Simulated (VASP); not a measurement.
# Ti in VASP: a series of runs

Ti is run at these levels: r2SCAN, PBE; tasks: single point.

Program: VASP 6.6.1. These are calculated values, not measurements. Logs are shortened: lines on timing, memory, paths and dates and some standing lists are left out, and cuts for length are marked.

### Step 1. The cell of the first run

The structure is cubic, space group Fm-3m (No. 225). The conventional cell has a = 4.043 Å, b = 4.043 Å, c = 4.043 Å, α = 90.00°, β = 90.00°, γ = 90.00°. Ti (site symmetry m-3m) has 12 Ti at 2.86 Å within 3.8 Å.

This isn't the form of Ti at room conditions, which is hcp.

### Step 2. Single point, r2SCAN (strained)

Input file POSCAR:

```
Ti
1.0
    0.0000000000      2.0216567000      2.0216567000
    2.0216567000      0.0000000000      2.0216567000
    2.0216567000      2.0216567000      0.0000000000
Ti
1
Direct
    0.0000000000      0.0000000000      0.0000000000
```

Input file INCAR.step1:

```
SYSTEM = Ti
  PREC = Accurate
  ENCUT = 520
  ISMEAR = 0
  SIGMA = 0.1
  LREAL = .FALSE.
  LASPH = .TRUE.
  NELM = 80
  NBANDS = 12
  GGA = PE
  ALGO = Normal
  EDIFF = 1E-4
  LWAVE = .TRUE.
  LCHARG = .FALSE.
```

Input file INCAR.step2:

```
SYSTEM = Ti
  PREC = Accurate
  ENCUT = 520
  EDIFF = 1E-6
  ISMEAR = 0
  SIGMA = 0.1
  LREAL = .FALSE.
  LASPH = .TRUE.
  NELM = 80
  ALGO = Normal
  ISIF = 2
  LWAVE = .FALSE.
  LCHARG = .FALSE.
  METAGGA = R2SCAN
  LMIXTAU = .TRUE.
  NBANDS = 12
  ISTART = 1
```

Input file KPOINTS:

```
Automatic mesh
0
G
  18 18 18
  0 0 0
```

Potentials or basis: VASP PAW PBE potentials, release 64 (Ti_sv).

The run is started by

```bash
cat potpaw_PBE.64/Ti_sv/POTCAR > POTCAR
cp INCAR.step1 INCAR
mpirun -np 1 vasp_std > vasp.out
cp INCAR.step2 INCAR
mpirun -np 1 vasp_std > vasp.out
```

OUTCAR:

```text
SYSTEM = Ti
   PREC = Accurate
   ENCUT = 520
   EDIFF = 1E-6
   ISMEAR = 0
   LREAL = .FALSE.
   LASPH = .TRUE.
   NELM = 80
   ISIF = 2
   METAGGA = R2SCAN
   ISTART = 1

 ion  position               nearest neighbor table
   1  0.000  0.000  0.000-

  LATTYP: Found a face centered cubic cell.
 ALAT       =     4.0433134000

  Lattice vectors:

 A1 = (   0.0000000000,   2.0216567000,   2.0216567000)
 A2 = (   2.0216567000,   0.0000000000,   2.0216567000)
 A3 = (   2.0216567000,   2.0216567000,   0.0000000000)

Analysis of symmetry for initial positions (statically):
=====================================================================
 Subroutine PRICEL returns:
 Original cell was already a primitive cell.

 Routine SETGRP: Setting up the symmetry group for a
 face centered cubic supercell.

 Subroutine GETGRP returns: Found 48 space group operations
 (whereof 48 operations were pure point group operations)
 out of a pool of 48 trial point group operations.

The static configuration has the point symmetry O_h .

Analysis of symmetry for dynamics (positions and initial velocities):
=====================================================================
 Subroutine PRICEL returns:
 Original cell was already a primitive cell.

 Routine SETGRP: Setting up the symmetry group for a
 face centered cubic supercell.

 Subroutine GETGRP returns: Found 48 space group operations
 (whereof 48 operations were pure point group operations)
 out of a pool of 48 trial point group operations.

The dynamic configuration has the point symmetry O_h .

 Subroutine INISYM returns: Found 48 space group operations
 (whereof 48 operations are pure point group operations),
 and found     1 'primitive' translations

----------------------------------------------------------------------------------------

                                     Primitive cell

  volume of cell :      16.5254

  direct lattice vectors                    reciprocal lattice vectors
     0.000000000  2.021656700  2.021656700    -0.247321912  0.247321912  0.247321912
     2.021656700  0.000000000  2.021656700     0.247321912 -0.247321912  0.247321912
     2.021656700  2.021656700  0.000000000     0.247321912  0.247321912 -0.247321912

  length of vectors
     2.859054324  2.859054324  2.859054324     0.428374117  0.428374117  0.428374117

  position of ions in fractional coordinates (direct lattice)
     0.000000000  0.000000000  0.000000000

  ion indices of the primitive-cell ions
   primitive index   ion index
                 1           1

----------------------------------------------------------------------------------------

 KPOINTS: Automatic mesh

Automatic generation of k-mesh.
 Grid dimensions read from file:
 generate k-points for:   18   18   18

 Generating k-lattice:

  Cartesian coordinates                     Fractional coordinates (reciprocal lattice)
    -0.013740106  0.013740106  0.013740106     0.055555556  0.000000000  0.000000000
     0.013740106 -0.013740106  0.013740106     0.000000000  0.055555556  0.000000000
     0.013740106  0.013740106 -0.013740106     0.000000000  0.000000000  0.055555556

  Length of vectors
     0.023798562  0.023798562  0.023798562

  Shift w.r.t. Gamma in fractional coordinates (k-lattice)
     0.000000000  0.000000000  0.000000000

 Subroutine IBZKPT returns following result:
 ===========================================

 Found    195 irreducible k-points:

 Following reciprocal coordinates:
            Coordinates               Weight
  0.000000  0.000000  0.000000      1.000000
  0.055556  0.000000  0.000000      8.000000
  0.111111  0.000000  0.000000      8.000000
  0.166667  0.000000  0.000000      8.000000
  0.222222  0.000000  0.000000      8.000000
  0.277778  0.000000  0.000000      8.000000
[... 16 lines left out ...]
 -0.277778  0.055556  0.000000     24.000000
 -0.222222  0.055556  0.000000     24.000000
 [... further k-points ...]
   k-points           NKPTS =    195   k-points in BZ     NKDIM =    195   number of bands    NBANDS=     12
   number of dos      NEDOS =    301   number of ions     NIONS =      1
   total plane-waves  NPLWV =  13824
   dimension x,y,z NGX =    24 NGY =   24 NGZ =   24
   dimension x,y,z NGXF=    48 NGYF=   48 NGZF=   48
   ions per type =               1
   NGX,Y,Z   is equivalent  to a cutoff of  13.96, 13.96, 13.96 a.u.
   NGXF,Y,Z  is equivalent  to a cutoff of  27.91, 27.91, 27.91 a.u.
 SYSTEM =  Ti
   PREC   = accura    normal or accurate (medium, high low for compatibility)
   ISTART =      1    job   : 0-new  1-cont  2-samecut
   ICHARG =      0    charge: 1-file 2-atom 10-const
   ISPIN  =      1    spin polarized calculation?
   LNONCOLLINEAR =      F non collinear calculations
   LSORBIT =      F    spin-orbit coupling
   LASPH  =      T    aspherical Exc in radial PAW
   ENCUT  =  520.0 eV  38.22 Ry    6.18 a.u.   5.32  5.32  5.32*2*pi/ulx,y,z
   NELM   =     80;   NELMIN=  2; NELMDL=  0     # of ELM steps
   EDIFF  = 0.1E-05   stopping-criterion for ELM
   LREAL  =      F    real-space projection
   EDIFFG = 0.1E-04   stopping-criterion for IOM
   NSW    =      0    number of steps for IOM
   IBRION =     -1    ionic relax: 0-MD 1-quasi-New 2-CG
   NFREE  =      0    steps in history (QN), initial steepest desc. (CG)
   ISIF   =      2    stress and relaxation
   ISYM   =      2    0-nonsym 1-usesym 2-fastsym
   POTIM  = 0.5000    time-step for ionic-motion
   TEBEG  =    0.0;   TEEND  =   0.0 temperature during run
   PSTRESS=    0.0 pullay stress
   NELECT =      12.0000    total number of electrons
   NUPDOWN=      -1.0000    fix difference up-down
   EMIN   =  10.00;   EMAX   =-10.00  energy-range for DOS
   EFERMI =   0.00;   METHOD = LEGACY
   ISMEAR =     0;   SIGMA  =   0.10  broadening in eV -4-tet -1-fermi 0-gaus
   EFERMI_NEDOS =   21; number of points for ismear=-14 and -15
   IALGO  =     38    algorithm
   IMIX   =      4    mixing-type and parameters
     AMIX     =   0.40;   BMIX     =  1.00
     AMIX_MAG =   1.60;   BMIX_MAG =  1.00
  volume/ion in A,a.u.               =      16.53       111.52
  Fermi-wavevector in a.u.,A,eV,Ry     =   1.471469  2.780674 29.459628  2.165222
  Thomas-Fermi vector in A             =   2.586601
   LORBIT       =      0    0 simple, 1 ext, 2 COOP (PROOUT), +10 PAW based schemes
   METAGGA = R2SCAN    functional components
   LHFCALC =     F    Hartree Fock is set to
   AEXX    =    0.0000 exact exchange contribution
   IVDW    =     0    specifies the selected vdW correction
   LEPSILON=     F    determine dielectric tensor
   LRPA    =     F    only Hartree local field effects (RPA)
 non-spin polarized calculation
 Gauss-broadening in eV      SIGMA  =   0.10
  energy-cutoff  :      520.00
  volume of cell :       16.53
 maximum number of plane-waves:       459
 NGX is ok and might be reduce to    24
   NGX = 11   NGY = 11   NGZ = 11

 number of electron      12.0000001 magnetization

 Free energy of the ion-electron system (eV)
  ---------------------------------------------------
  ext. energy  EPLUGINS =         0.00000000
  ---------------------------------------------------
  free energy    TOTEN  =       -12.86572245 eV

  energy without entropy =      -12.85840923  energy(sigma->0) =      -12.86206584

 E-fermi :   8.7785     XC(G=0): -12.6691

 val. band max:        8.7711352907   @ k =   0.2778   0.0556   0.0000
 cond. band min:       8.7810153492   @ k =   0.2778   0.0000   0.0000
 fundamental gap:      0.0098800585
 Fermi energy:         8.7785494715

 k-point     1 :       0.0000    0.0000    0.0000
  band No.  band energies     occupation
      1     -50.1743      2.00000
      2     -24.9160      2.00000
      3     -24.9160      2.00000
      4     -24.9160      2.00000
      5       2.1991      2.00000
      6       9.8128      0.00000
      7       9.8128      0.00000
      8       9.8128      0.00000
      9      11.7342      0.00000
     10      11.7342      0.00000
     11      24.8278      0.00000
     12      29.9777      0.00000

 k-point     2 :       0.0556    0.0000    0.0000
  band No.  band energies     occupation
      1     -50.1696      2.00000
      2     -24.9417      2.00000
      3     -24.9191      2.00000
      4     -24.9191      2.00000
      5       2.3081      2.00000
      6       9.7392      0.00000
      7       9.8531      0.00000
      8       9.8531      0.00000
      9      11.7063      0.00000
     10      11.7063      0.00000
     11      24.9300      0.00000
     12      29.0770      0.00000

 k-point     3 :       0.1111    0.0000    0.0000
  band No.  band energies     occupation
      1     -50.1561      2.00000
      2     -25.0154      2.00000
      3     -24.9281      2.00000
      4     -24.9281      2.00000
      5       2.6272      2.00000
      6       9.5385      0.00000
      7       9.9586      0.00000
      8       9.9587      0.00000
      9      11.6421      0.00000
     10      11.6421      0.00000
     11      25.1377      0.00000
     12      27.4735      0.00000
[... 286 lines left out ...]
 k-point    23 :      -0.2778    0.0556    0.0000
  band No.  band energies     occupation
      1     -50.0708      2.00000
      2     -25.4494      2.00000
      3     -25.0095      2.00000
      4     -24.9742      2.00000
      5       4.8064      2.00000
      6       8.6954      1.76060
      7       9.9799      0.00000
      8      10.1082      0.00000
      9      11.7519      0.00000
     10      12.2987      0.00000
     11      21.5429      0.00000
     12      25.3097      0.00000

 k-point    24 :      -0.2222    0.0556    0.0000
  band No.  band energies     occupation
      1     -50.0976      2.00000
      2     -25.3128      2.00000
      3     -24.9911      2.00000
      4     -24.9560      2.00000
      5       4.0972      2.00000
      6       8.8534      0.28949
      7      10.0857      0.00000
      8      10.1994      0.00000
      9      11.4720      0.00000
     10      12.0077      0.00000
     11      23.1056      0.00000
     12      25.7045      0.00000

 [... further k-points ...]
[... 5 lines left out ...]
  --------------------------------------------------------------------------------------
  -------------------------------------------------------------------------------------
  Total        0.6623108      0.6623108      0.6623108     -0.0000000     -0.0000000      0.0000000
  in kB       64.2125913     64.2125913     64.2125913     -0.0000000     -0.0000000      0.0000000
  external PRESSURE =      64.2125913 kB  Pullay stress =       0.0000000 kB

 VOLUME and BASIS-vectors are now :
 -----------------------------------------------------------------------------
  energy-cutoff  :      520.00
  volume of cell :       16.53
      direct lattice vectors                 reciprocal lattice vectors
     0.000000000  2.021656700  2.021656700    -0.247321912  0.247321912  0.247321912
     2.021656700  0.000000000  2.021656700     0.247321912 -0.247321912  0.247321912
     2.021656700  2.021656700  0.000000000     0.247321912  0.247321912 -0.247321912

 POSITION                                       TOTAL-FORCE (eV/Angst)
 -----------------------------------------------------------------------------------
      0.00000      0.00000      0.00000         0.000000      0.000000      0.000000
 -----------------------------------------------------------------------------------
    total drift:                               -0.000000      0.000000      0.000000

  FREE ENERGIE OF THE ION-ELECTRON SYSTEM (eV)
  ---------------------------------------------------
  free  energy   TOTEN  =       -12.8657224476 eV

  energy  without entropy=      -12.8584092313  energy(sigma->0) =      -12.86206584
```

Run time: 3.2 min. Hardware: 1 thread of Intel Xeon 8259CL, shared host; peak memory 0.17 GiB.

What came out:

```yaml
Free_energy: -12.8657 eV
Pressure: 6.4 GPa
Band_gap_on_the_k_mesh: zero (bands 6 and 7 overlap by 1.49 eV)
```

Caveat: the cell differs from its parent crystal (strained); the cell stands under pressure; the PAW data sets were made with another functional, which shifts forces and pressure a little.

### Step 3. Single point, PBE (strained)

Input file INCAR:

```
SYSTEM = Ti
ALGO = Normal ; EDIFF = 1E-6
ENCUT = 520 ; GGA = PE
ISIF = 2 ; ISMEAR = 0
LASPH = .TRUE. ; LCHARG = .FALSE.
LREAL = .FALSE. ; LWAVE = .FALSE.
NBANDS = 12 ; NELM = 100
PREC = Accurate ; SIGMA = 0.1
```

Input file KPOINTS:

```
k-points
0
G
  16 16 16
  0 0 0
```

Input file POSCAR:

```
Ti
1.0
    0.0000000000      1.9974185000      2.0278685000
    2.0278685000      0.0000000000      2.0278685000
    2.0278685000      1.9974185000      0.0000000000
Ti
1
Direct
    0.0000000000      0.0000000000      0.0000000000
```

Potentials or basis: VASP PAW PBE potentials, release 64 (Ti_sv).

The run is started by

```bash
cat potpaw_PBE.64/Ti_sv/POTCAR > POTCAR
mpirun -np 1 vasp_std > vasp.out
```

OUTCAR:

```text
SYSTEM = Ti
   EDIFF = 1E-6
   ENCUT = 520
   GGA = PE
   ISIF = 2
   ISMEAR = 0
   LASPH = .TRUE.
   LREAL = .FALSE.
   NELM = 100
   PREC = Accurate

 ion  position               nearest neighbor table
   1  0.000  0.000  0.000-

  LATTYP: Found a body centered tetragonal cell.
 ALAT       =     2.8678391354
 C/A-ratio  =     1.3929780617

  Lattice vectors:

 A1 = (   0.0000000000,  -1.9974185000,   2.0278685000)
 A2 = (   0.0000000000,  -1.9974185000,  -2.0278685000)
 A3 = (   2.0278685000,   1.9974185000,   0.0000000000)

Analysis of symmetry for initial positions (statically):
=====================================================================
 Subroutine PRICEL returns:
 Original cell was already a primitive cell.

 Routine SETGRP: Setting up the symmetry group for a
 body centered tetragonal supercell.

 Subroutine GETGRP returns: Found 16 space group operations
 (whereof 16 operations were pure point group operations)
 out of a pool of 16 trial point group operations.

The static configuration has the point symmetry D_4h.

[... 158 lines left out ...]

 E-fermi :   8.8212     XC(G=0): -11.7632

 val. band max:        8.8153756326   @ k =   0.3125   0.0000   0.0000
 cond. band min:       8.8231848131   @ k =  -0.3125   0.2500   0.0625
 fundamental gap:      0.0078091805
 Fermi energy:         8.8211630561

 k-point     1 :       0.0000    0.0000    0.0000
  band No.  band energies     occupation
      1     -47.7930      2.00000
      2     -23.5827      2.00000
      3     -23.5827      2.00000
      4     -23.5811      2.00000
      5       2.5995      2.00000
      6       9.6927      0.00000
      7       9.6927      0.00000
      8       9.8176      0.00000
      9      11.4190      0.00000
     10      11.5633      0.00000
     11      24.3855      0.00000
     12      29.0030      0.00000
[... 331 lines left out ...]
 k-point    24 :      -0.0625    0.0625   -0.0000
  band No.  band energies     occupation
      1     -47.7779      2.00000
      2     -23.6593      2.00000
      3     -23.6043      2.00000
      4     -23.5866      2.00000
      5       2.9532      2.00000
      6       9.5135      0.00000
      7       9.8346      0.00000
      8       9.8860      0.00000
      9      11.3315      0.00000
     10      11.4956      0.00000
     11      24.6770      0.00000
     12      27.2069      0.00000

 [... further k-points ...]
[... 5 lines left out ...]
  --------------------------------------------------------------------------------------
  -------------------------------------------------------------------------------------
  Total        0.6405467      0.6770935      0.6405467      0.0000000      0.0000000      0.0000000
  in kB       62.4716199     66.0359710     62.4716199      0.0000000      0.0000000      0.0000000
  external PRESSURE =      63.6597369 kB  Pullay stress =       0.0000000 kB

 VOLUME and BASIS-vectors are now :
 -----------------------------------------------------------------------------
  energy-cutoff  :      520.00
  volume of cell :       16.43
      direct lattice vectors                 reciprocal lattice vectors
     0.000000000  1.997418500  2.027868500    -0.246564311  0.250323105  0.246564311
     2.027868500  0.000000000  2.027868500     0.246564311 -0.250323105  0.246564311
     2.027868500  1.997418500  0.000000000     0.246564311  0.250323105 -0.246564311

 POSITION                                       TOTAL-FORCE (eV/Angst)
 -----------------------------------------------------------------------------------
      0.00000      0.00000      0.00000         0.000000      0.000000      0.000000
 -----------------------------------------------------------------------------------
    total drift:                               -0.000000      0.000000      0.000000

  FREE ENERGIE OF THE ION-ELECTRON SYSTEM (eV)
  ---------------------------------------------------
  free  energy   TOTEN  =        -7.7635779224 eV

  energy  without entropy=       -7.7546713424  energy(sigma->0) =       -7.75912463
```

OSZICAR:

```text
N       E                     dE             d eps       ncg     rms          rms(c)
DAV:   1     0.863518466164E+02    0.86352E+02   -0.66015E+03  8396   0.122E+03
DAV:   2    -0.441591584563E+01   -0.90768E+02   -0.88274E+02  8544   0.296E+02
DAV:   3    -0.859017912373E+01   -0.41743E+01   -0.41314E+01 11420   0.648E+01
DAV:   4    -0.868842730966E+01   -0.98248E-01   -0.98154E-01  9624   0.873E+00
DAV:   5    -0.869090812840E+01   -0.24808E-02   -0.24807E-02  9948   0.120E+00    0.879E+00
DAV:   6    -0.776239898185E+01    0.92851E+00   -0.18855E+00  9232   0.208E+01    0.239E+00
DAV:   7    -0.775128780191E+01    0.11111E-01   -0.10645E-01 10256   0.390E+00    0.134E+00
DAV:   8    -0.776326900755E+01   -0.11981E-01   -0.41327E-02  8692   0.251E+00    0.166E-01
DAV:   9    -0.776354489541E+01   -0.27589E-03   -0.45120E-03 10528   0.753E-01    0.955E-02
DAV:  10    -0.776360486204E+01   -0.59967E-04   -0.26612E-04  8928   0.191E-01    0.252E-02
DAV:  11    -0.776357829030E+01    0.26572E-04   -0.23292E-05 10156   0.591E-02    0.102E-02
DAV:  12    -0.776357792242E+01    0.36789E-06   -0.15639E-06  8848   0.164E-02
   1 F= -.77635779E+01 E0= -.77591246E+01  d E =-.890658E-02
```

stdout:

```text
POSCAR found type information on POSCAR Ti
 POSCAR found :  1 types and       1 ions
 scaLAPACK will be used
 LDA part: xc-table for (Slater+PW92), standard interpolation
 POSCAR, INCAR and KPOINTS ok, starting setup
 FFT: planning ... GRIDC
 FFT: planning ... GRID_SOFT
 FFT: planning ... GRID
 WAVECAR not read
 entering main loop
```

Run time: 71 s. Hardware: 1 thread of Intel Xeon 8259CL, shared host; peak memory 0.19 GiB.

Results:

| Quantity | Value |
| --- | --- |
| Free energy | -7.7636 eV |
| Pressure | 6.4 GPa |
| Band gap on the k mesh | zero (bands 6 and 7 overlap by 1.29 eV) |

Stress tensor (GPa, compression positive):
```
6.25 0.00 0.00
0.00 6.60 0.00
0.00 0.00 6.25
```

Levels at points of the mesh, in eV from the Fermi level:
```
           k point  band 2  band 3  band 4  band 5  band 6  band 7  band 8  band 9  band 10  band 11
(0.00, 0.00, 0.00)  -32.40  -32.40  -32.40   -6.22    0.87    0.87    1.00    2.60     2.74    15.56
(0.50, 0.00, 0.00)  -33.20  -32.51  -32.50   -2.71    0.71    0.78    0.86    3.79     3.86     8.77
(0.50, 0.50, 0.00)  -33.15  -32.69  -32.66   -2.77   -1.85    3.01    3.82    4.07     4.17    11.12
(0.50, 0.00, 0.50)  -33.15  -32.70  -32.70   -2.76   -1.88    3.31    3.82    4.13     4.13    11.40
```

Caveat: the cell differs from its parent crystal (strained); the cell stands under pressure.

(Continued in part 2 of 2.)
